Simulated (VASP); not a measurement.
A run of VASP 6.6.1:

File INCAR:

```
SYSTEM = Ce
PREC = Accurate ; ENCUT = 520
EDIFF = 1E-6 ; ISMEAR = 0
SIGMA = 0.05 ; LREAL = .FALSE.
LASPH = .TRUE. ; NELM = 80
ALGO = Normal ; ISIF = 2
LWAVE = .FALSE. ; LCHARG = .FALSE.
GGA = PE ; NBANDS = 32
```

Contents of KPOINTS:

```
regular mesh
0
G
  14 14 4
  0 0 0
```

Contents of POSCAR:

```
Ce
1.0
    3.3622489065      0.0000000000      0.0000000000
   -1.6811244532      2.9117929669      0.0000000000
    0.0000000000      0.0000000000     11.0169994372
Ce
4
Direct
    0.0000000000      0.0000000000      0.0000000000
    0.0000000000      0.0000000000      0.5000000000
    0.3333333333      0.6666666667      0.2500000000
    0.6666666667      0.3333333333      0.7500000000
```

Potentials or basis: VASP PAW PBE potentials, release 64 (Ce).

The run is started by

```sh
$ cat potpaw_PBE.64/Ce/POTCAR > POTCAR
$ mpirun -np 1 vasp_std > vasp.out
```

Hardware: 1 thread of AMD EPYC 9755 128-Core Processor, with other jobs on the host.

Q: Estimate the wall time of this run.

A: Run time: 18 min on 1 thread of AMD EPYC 9755 128-Core Processor, on a shared host, peak memory 0.33 GiB. Counts: scf iterations 22, k points 72.
